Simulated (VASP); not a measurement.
The system is Zn.

```
Zn
1.0
     2.67000    0.00000    0.00000
    -1.33500    2.31229    0.00000
     0.00000    0.00000    4.96600
Zn
2
Cartesian
  0.0000 1.5415 1.2415
  1.3350 0.7708 3.7245
```

```yaml
Program: VASP 6.6.1
Task: relaxation of cell and atoms
Functional: LDA
Potentials_or_basis: VASP PAW LDA potentials, release 64 (Zn)
Cutoff: 600 eV
k_mesh: 7 × 7 × 4
Occupations: fermi-dirac, width 0.05 eV
Spin: no spin polarisation
```

At the start: pressure -9.1 GPa; volume 15.33 Å³/atom.

Question: Where does the relaxation end?

Answer: Over 8 steps the energy falls by 53.8 meV/atom and the volume is 13.70 Å³/atom (-10.7 %); space group P6_3/mmc (No. 194, to 0.05 Å).

Step by step:
```csv
step,energy change (eV),largest force (eV/Å),pressure (GPa),volume (Å³)
1,0.0000,0.0000,-9.14,30.66
2,-0.1023,0.0000,1.45,26.94
3,-0.1061,0.0000,0.06,27.39
4,-0.1062,0.0000,-0.16,27.47
5,-0.1062,0.0000,-0.41,27.53
6,-0.1075,0.0000,-0.30,27.44
7,-0.1076,0.0000,-0.28,27.40
8,-0.1076,0.0000,-0.11,27.39
```

Final structure:
```yaml
crystal:
  lattice:
    - [2.56867, 0.00000, 0.00000]
    - [-1.28433, 2.22453, 0.00000]
    - [0.00000, 0.00000, 4.79368]
  atoms:
    - { symbol: Zn, position: [0.33333, 0.66667, 0.25000] }
    - { symbol: Zn, position: [0.66667, 0.33333, 0.75000] }
```

Caveat: the k points lie up to 0.40 Å⁻¹ apart in the final cell; the volume moved by -11 % from the deposited cell, more than functionals usually miss.
